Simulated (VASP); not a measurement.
Si: relaxation of cell and atoms with PBE

The system is Si.

```
Si
1.0
     0.00000    2.71356    2.71356
     2.71356    0.00000    2.71356
     2.71356    2.71356    0.00000
Si
2
Direct
  0.75000 0.75000 0.75000
  0.50000 0.50000 0.50000
```

```json
{
  "Program": "VASP 6.6.1",
  "Task": "relaxation of cell and atoms",
  "Functional": "PBE",
  "Potentials or basis": "VASP PAW PBE potentials, release 64 (Si)",
  "Cutoff": "600 eV",
  "k mesh": "6 × 6 × 6",
  "Occupations": "gaussian, width 0.01 eV",
  "Spin": "no spin polarisation",
  "Target pressure": "5 GPa",
  "Dipole correction": "no",
  "Further INCAR settings": "ALGO = Normal; EDIFF = 1e-07; IBRION = 2; EDIFFG = -0.05; NSW = 80; ISIF = 3"
}
```

```yaml
Relaxed_volume: 19.46 Å³/atom
Relaxed_cell: a = 3.804 Å, b = 3.804 Å, c = 3.804 Å, α = 60.00°, β = 60.00°, γ = 60.00°
Space_group_after_relaxing_to_0.05_Å: Fd-3m (No. 227)
Energy_change_on_relaxing_the_enthalpy_is_what_falls: +11.7 meV/atom
Ionic_steps: 3
Pressure_after_relaxing: 5.0 GPa
Band_gap_on_the_k_mesh: 0.65 eV, indirect (least direct gap 2.57 eV)
```

The path:
| step | energy change (eV) | largest force (eV/Å) | pressure (GPa) | volume (Å³) |
| --- | --- | --- | --- | --- |
| 1 | 0.0000 | 0.0000 | 2.22 | 39.96 |
| 2 | 0.0600 | 0.0000 | 7.77 | 37.99 |
| 3 | 0.0234 | 0.0000 | 5.00 | 38.91 |

Final structure:
```
Si
1.0
     0.00000    2.68954    2.68954
     2.68954    0.00000    2.68954
     2.68954    2.68954    0.00000
Si
2
Direct
  0.75000 0.75000 0.75000
  0.50000 0.50000 0.50000
```

Levels at points of the mesh, in eV from the valence-band top:
| k point | band 2 | band 3 | band 4 | band 5 | band 6 | band 7 |
| --- | --- | --- | --- | --- | --- | --- |
| (0.00, 0.00, 0.00) | 0.00 | 0.00 | 0.00 | 2.57 | 2.57 | 2.57 |
| (0.50, 0.00, 0.00) | -7.11 | -1.22 | -1.22 | 1.64 | 3.32 | 3.32 |
| (0.50, 0.50, 0.00) | -7.91 | -2.93 | -2.93 | 0.65 | 0.65 | 10.36 |

It took 8.9 s on 1 thread of Intel(R) Xeon(R) 6975P-C (Granite Rapids), on a shared host, peak memory 0.16 GiB.

Caveat: the cell is relaxed towards a set pressure, so the enthalpy falls and the energy may rise. As with any semilocal functional, this PBE gap is likely too small.
